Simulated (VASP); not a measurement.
Set up this calculation in VASP 6.6.1, as the native input.

* Task: single point
* Functional: PBE
* Potentials or basis: VASP PAW PBE potentials, release 64 (Na_pv, Br, F)
* Cutoff: 520 eV
* k mesh: 9 × 9 × 9
* Occupations: gaussian, width 0.01 eV
* Spin: no spin polarisation
* Dipole correction: no
* Further INCAR settings: ALGO = Normal; EDIFF = 1e-07; NBANDS = 22

The structure of Na2BrF lies in POSCAR:

```
Na2BrF
1.0
    1.9077006240      1.1014114689      6.2854040513
   -1.9077006240      1.1014114689      6.2854040513
    0.0000000000     -2.2028229376      6.2854040513
Na Br F
2 1 1
Direct
    0.2662272359      0.2662272359      0.2662272359
    0.7337727641      0.7337727641      0.7337727641
    0.5000000000      0.5000000000      0.5000000000
    0.0000000000      0.0000000000      0.0000000000
```

One way to write it, as run:

INCAR

```
PREC = Accurate ; ENCUT = 520
EDIFF = 1E-7 ; ISMEAR = 0
SIGMA = 0.01 ; LREAL = False
LASPH = True ; NELM = 60
ALGO = Normal ; ISIF = 2
LWAVE = False ; LCHARG = True
GGA = PE ; LELF = True
LVHAR = True ; NBANDS = 22
```

KPOINTS

```
regular mesh
0
Gamma
  9 9 9
```

Potentials or basis: VASP PAW PBE potentials, release 64 (Na_pv, Br, F).

Launch:

```sh
$ cat potpaw_PBE.64/Na_pv/POTCAR potpaw_PBE.64/Br/POTCAR potpaw_PBE.64/F/POTCAR > POTCAR
$ mpirun -np 1 vasp_std > vasp.out
```

It gave:

```yaml
Pressure: -0.1 GPa
Band_gap_on_the_k_mesh: 3.09 eV
```

Caveat: an odd mesh through Γ misses points on the zone boundary, where band edges can lie.

Wall time 10 min on 1 thread of AMD EPYC 7R43 64-Core Processor (Zen 3) (shared host), peak memory 0.37 GiB.
